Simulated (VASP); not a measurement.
# SnSe2 (P-3m1) in VASP: a series of runs, part 2 of 3

VASP 6.6.1. The steps go on from the part before.

### Step 3. Relaxation of cell and atoms, PBE

This run uses another cell than the first one, of 30.17 Å³/atom.

INCAR reads:

```
SYSTEM = SnSe2
ALGO = Normal
EDIFF = 1E-6
EDIFFG = -0.005
ENCUT = 600
GGA = PE
IBRION = 2
ISIF = 3
ISMEAR = 0
LASPH = .True.
LCHARG = .False.
LREAL = .False.
LWAVE = .False.
NELM = 60
NSW = 100
PREC = Accurate
SIGMA = 0.02
```

KPOINTS reads:

```
k-points
0
Gamma
  12 12 4
  0 0 0
```

POSCAR reads:

```
SnSe2
1.0
    3.8716723131      0.0000000000      0.0000000000
   -1.9358361565      3.3529665783      0.0000000000
    0.0000000000      0.0000000000      6.9711010260
Sn Se
1 2
Direct
    0.0000000000      0.0000000000      0.0000000000
    0.6666666667      0.3333333333      0.7712614522
    0.3333333333      0.6666666667      0.2287385478
```

Potentials or basis: VASP PAW PBE potentials, release 64 (Sn_d, Se).

Command:

```sh
$ cat potpaw_PBE.64/Sn_d/POTCAR potpaw_PBE.64/Se/POTCAR > POTCAR
$ mpirun -np 1 vasp_std > vasp.out
```

OUTCAR:

```text
SYSTEM = SnSe2
   EDIFF = 1E-6
   EDIFFG = -0.005
   ENCUT = 600
   GGA = PE
   IBRION = 2
   ISIF = 3
   ISMEAR = 0
   LASPH = .True.
   LREAL = .False.
   NELM = 60
   NSW = 100
   PREC = Accurate

 ion  position               nearest neighbor table
   1  0.000  0.000  0.000-   2 2.75   3 2.75   3 2.75   2 2.75   2 2.75   3 2.75
   2  0.667  0.333  0.771-   1 2.75   1 2.75   1 2.75
   3  0.333  0.667  0.229-   1 2.75   1 2.75   1 2.75

  LATTYP: Found a hexagonal cell.
 ALAT       =     3.8716723131
 C/A-ratio  =     1.8005400412

  Lattice vectors:

 A1 = (   3.8716723131,   0.0000000000,   0.0000000000)
 A2 = (  -1.9358361565,   3.3529665783,   0.0000000000)
 A3 = (   0.0000000000,   0.0000000000,   6.9711010260)

Analysis of symmetry for initial positions (statically):
=====================================================================
 Subroutine PRICEL returns:
 Original cell was already a primitive cell.

 Routine SETGRP: Setting up the symmetry group for a
 hexagonal supercell.

 Subroutine GETGRP returns: Found 12 space group operations
 (whereof 12 operations were pure point group operations)
 out of a pool of 24 trial point group operations.

The static configuration has the point symmetry D_3d.

Analysis of symmetry for dynamics (positions and initial velocities):
=====================================================================
 Subroutine PRICEL returns:
 Original cell was already a primitive cell.

 Routine SETGRP: Setting up the symmetry group for a
 hexagonal supercell.

 Subroutine GETGRP returns: Found 12 space group operations
 (whereof 12 operations were pure point group operations)
 out of a pool of 24 trial point group operations.

The dynamic configuration has the point symmetry D_3d.

 Subroutine INISYM returns: Found 12 space group operations
 (whereof 12 operations are pure point group operations),
 and found     1 'primitive' translations

----------------------------------------------------------------------------------------

                                     Primitive cell

  volume of cell :      90.4960

  direct lattice vectors                    reciprocal lattice vectors
     3.871672313  0.000000000  0.000000000     0.258286322  0.149121677  0.000000000
    -1.935836156  3.352966578  0.000000000     0.000000000  0.298243355  0.000000000
     0.000000000  0.000000000  6.971101026     0.000000000  0.000000000  0.143449363

  length of vectors
     3.871672313  3.871672313  6.971101026     0.298243355  0.298243355  0.143449363

  position of ions in fractional coordinates (direct lattice)
     0.000000000  0.000000000  0.000000000
     0.666666667  0.333333333  0.771261452
     0.333333333  0.666666667  0.228738548

  ion indices of the primitive-cell ions
   primitive index   ion index
                 1           1
                 2           2
                 3           3

----------------------------------------------------------------------------------------

 KPOINTS: k-points

Automatic generation of k-mesh.
 Grid dimensions read from file:
[... 46 lines left out ...]
 [... further k-points ...]
   k-points           NKPTS =     69   k-points in BZ     NKDIM =     69   number of bands    NBANDS=     17
   number of dos      NEDOS =    301   number of ions     NIONS =      3
   total plane-waves  NPLWV =  57344
   dimension x,y,z NGX =    32 NGY =   32 NGZ =   56
   dimension x,y,z NGXF=    64 NGYF=   64 NGZF=  112
   ions per type =               1   2
   NGX,Y,Z   is equivalent  to a cutoff of  13.74, 13.74, 13.35 a.u.
   NGXF,Y,Z  is equivalent  to a cutoff of  27.48, 27.48, 26.71 a.u.
 SYSTEM =  SnSe2
   PREC   = accura    normal or accurate (medium, high low for compatibility)
   ISTART =      0    job   : 0-new  1-cont  2-samecut
   ICHARG =      2    charge: 1-file 2-atom 10-const
   ISPIN  =      1    spin polarized calculation?
   LNONCOLLINEAR =      F non collinear calculations
   LSORBIT =      F    spin-orbit coupling
   LASPH  =      T    aspherical Exc in radial PAW
   ENCUT  =  600.0 eV  44.10 Ry    6.64 a.u.   7.73  7.73 13.92*2*pi/ulx,y,z
   NELM   =     60;   NELMIN=  2; NELMDL= -5     # of ELM steps
   EDIFF  = 0.1E-05   stopping-criterion for ELM
   LREAL  =      F    real-space projection
   EDIFFG = -.5E-02   stopping-criterion for IOM
   NSW    =    100    number of steps for IOM
   IBRION =      2    ionic relax: 0-MD 1-quasi-New 2-CG
   NFREE  =      1    steps in history (QN), initial steepest desc. (CG)
   ISIF   =      3    stress and relaxation
   ISYM   =      2    0-nonsym 1-usesym 2-fastsym
   POTIM  = 0.5000    time-step for ionic-motion
   TEBEG  =    0.0;   TEEND  =   0.0 temperature during run
   PSTRESS=    0.0 pullay stress
   NELECT =      26.0000    total number of electrons
   NUPDOWN=      -1.0000    fix difference up-down
   EMIN   =  10.00;   EMAX   =-10.00  energy-range for DOS
   EFERMI =   0.00;   METHOD = LEGACY
   ISMEAR =     0;   SIGMA  =   0.02  broadening in eV -4-tet -1-fermi 0-gaus
   EFERMI_NEDOS =   21; number of points for ismear=-14 and -15
   IALGO  =     38    algorithm
   IMIX   =      4    mixing-type and parameters
     AMIX     =   0.40;   BMIX     =  1.00
     AMIX_MAG =   1.60;   BMIX_MAG =  1.00
  volume/ion in A,a.u.               =      30.17       203.57
  Fermi-wavevector in a.u.,A,eV,Ry     =   1.080247  2.041370 15.877082  1.166933
  Thomas-Fermi vector in A             =   2.216233
   LORBIT       =      0    0 simple, 1 ext, 2 COOP (PROOUT), +10 PAW based schemes
   GGA     = PE    functional components
   LHFCALC =     F    Hartree Fock is set to
   AEXX    =    0.0000 exact exchange contribution
   IVDW    =     0    specifies the selected vdW correction
   LEPSILON=     F    determine dielectric tensor
   LRPA    =     F    only Hartree local field effects (RPA)
 conjugate gradient relaxation of ions
 non-spin polarized calculation
 Gauss-broadening in eV      SIGMA  =   0.02
  energy-cutoff  :      600.00
  volume of cell :       90.50
 maximum number of plane-waves:      3064
 NGX is ok and might be reduce to    32
   NGX = 15   NGY = 15   NGZ = 27

--------------------------------------- Ionic step        1  -------------------------------------------

 number of electron      25.9999998 magnetization

 Free energy of the ion-electron system (eV)
  ---------------------------------------------------
  ext. energy  EPLUGINS =         0.00000000
  ---------------------------------------------------
  free energy    TOTEN  =       -11.87449151 eV

  energy without entropy =      -11.87449151  energy(sigma->0) =      -11.87449151

------------------------ aborting loop because EDIFF is reached ----------------------------------------

  FORCE on cell =-STRESS in cart. coord.  units (eV):
  Direction    XX          YY          ZZ          XY          YZ          ZX
  --------------------------------------------------------------------------------------
  -------------------------------------------------------------------------------------
  Total        0.0362619      0.0362619      0.0517951      0.0000000      0.0000000     -0.0000000
  in kB        0.6419960      0.6419960      0.9170019      0.0000000      0.0000000     -0.0000000
  external PRESSURE =       0.7336646 kB  Pullay stress =       0.0000000 kB
[... 61 lines left out ...]
--------------------------------------- Ionic step        3  -------------------------------------------

 number of electron      25.9999998 magnetization

 Free energy of the ion-electron system (eV)
  ---------------------------------------------------
  ext. energy  EPLUGINS =         0.00000000
  ---------------------------------------------------
  free energy    TOTEN  =       -11.87452061 eV

  energy without entropy =      -11.87452061  energy(sigma->0) =      -11.87452061

 E-fermi :   2.6380     XC(G=0):  -8.6024

 val. band max:        2.5534231452   @ k =   0.1667  -0.0000   0.0000
 cond. band min:       3.2472354877   @ k =   0.5000  -0.0000   0.5000
 fundamental gap:      0.6938123425
 Fermi energy:         2.6379693122

 k-point     1 :       0.0000    0.0000    0.0000
  band No.  band energies     occupation
      1     -18.5608      2.00000
      2     -18.5608      2.00000
      3     -18.5286      2.00000
      4     -18.5195      2.00000
      5     -18.5195      2.00000
      6     -10.7925      2.00000
[... 457 lines left out ...]
      4     -18.5213      2.00000
      5     -18.5186      2.00000
      6     -10.5234      2.00000
[... 9 lines left out ...]
     16       7.5308      0.00000
     17       7.6726      0.00000

 [... further k-points ...]

------------------------ aborting loop because EDIFF is reached ----------------------------------------

  FORCE on cell =-STRESS in cart. coord.  units (eV):
  Direction    XX          YY          ZZ          XY          YZ          ZX
  --------------------------------------------------------------------------------------
  -------------------------------------------------------------------------------------
  Total        0.0088502      0.0088502      0.0089041      0.0000000      0.0000000      0.0000000
  in kB        0.1565019      0.1565019      0.1574540      0.0000000      0.0000000      0.0000000
  external PRESSURE =       0.1568193 kB  Pullay stress =       0.0000000 kB
[... 18 lines left out ...]
  FREE ENERGIE OF THE ION-ELECTRON SYSTEM (eV)
  ---------------------------------------------------
  free  energy   TOTEN  =       -11.8745206122 eV

  energy  without entropy=      -11.8745206122  energy(sigma->0) =      -11.87452061

 reached required accuracy - stopping structural energy minimisation
```

CONTCAR:

```text
SnSe2
   1.00000000000000
     3.8730165220562673    0.0000000000000200   -0.0000000000000000
    -1.9365082609780990    3.3541306974041394    0.0000000000000000
    -0.0000000000000000    0.0000000000000000    6.9745580902535984
  Sn              Se
     1     2
Direct
     0.0000000000000000    0.0000000000000000    1.0000000000000000
     0.6666666667000030    0.3333333332999970    0.7712080303074514
     0.3333333332999970    0.6666666667000030    0.2287919696925485

  0.00000000E+00  0.00000000E+00  0.00000000E+00
  0.00000000E+00  0.00000000E+00  0.00000000E+00
  0.00000000E+00  0.00000000E+00  0.00000000E+00
```

Run time: 1.7 min. Hardware: 1 thread of Intel Xeon 6975P-C (Granite Rapids), shared host; peak memory 0.32 GiB.

What came out:

```
Free energy                           : -11.8745 eV
Relaxed volume                        : 30.20 Å³/atom
Relaxed cell                          : a = 3.873 Å, b = 3.873 Å, c = 6.975 Å, α = 90.00°, β = 90.00°, γ = 120.00°
Space group after relaxing (to 0.1 Å) : P-3m1 (No. 164)
Energy gained by relaxing             : 0.0 meV/atom
Ionic steps                           : 3
Pressure after relaxing               : 0.0 GPa
Band gap on the k mesh                : 0.69 eV (least direct gap 1.08 eV)
```

Final structure:
```
CELL_PARAMETERS angstrom
3.87302 0.00000 0.00000
-1.93651 3.35413 0.00000
0.00000 0.00000 6.97456
ATOMIC_POSITIONS crystal
Sn 0.00000 0.00000 0.00000
Se 0.66667 0.33333 0.77121
Se 0.33333 0.66667 0.22879
```

Caveat: semilocal functionals underestimate gaps, and a narrow one can read as zero; spin-orbit coupling is left out, which moves the levels of the heavy elements; this functional lacks dispersion, which binds layers or chains, so the pressure and a relaxed spacing across them are unreliable. A k mesh can miss the band edges.

(Part 2 of 3 ends here.)
